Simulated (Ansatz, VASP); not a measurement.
# Two plane-wave programs on K

```
K
1.0
    -2.58875    2.58875    2.58875
     2.58875   -2.58875    2.58875
     2.58875    2.58875   -2.58875
K
1
Direct
  0.00000 0.00000 0.00000
```

Alike in both runs: task single point; functional BLYP; k mesh 14 × 14 × 14; occupations fermi-dirac, width 0.1 eV; no spin polarisation.

|  | VASP | Ansatz |
| --- | --- | --- |
| version | VASP 6.6.1 | Ansatz 0.2.0 |
| potentials or method | VASP PAW PBE potentials, release 64 (K_sv), cutoff 520 eV | plane waves (420 eV) with PAW, scalar-relativistic |
| valence electrons in the cell | 9 | 9 |

|  | VASP | Ansatz | Ansatz less VASP |
| --- | --- | --- | --- |
| pressure (GPa) | 0.3 | 0.3 | +0.01 |

VASP's potentials were made for PBE, not for BLYP.
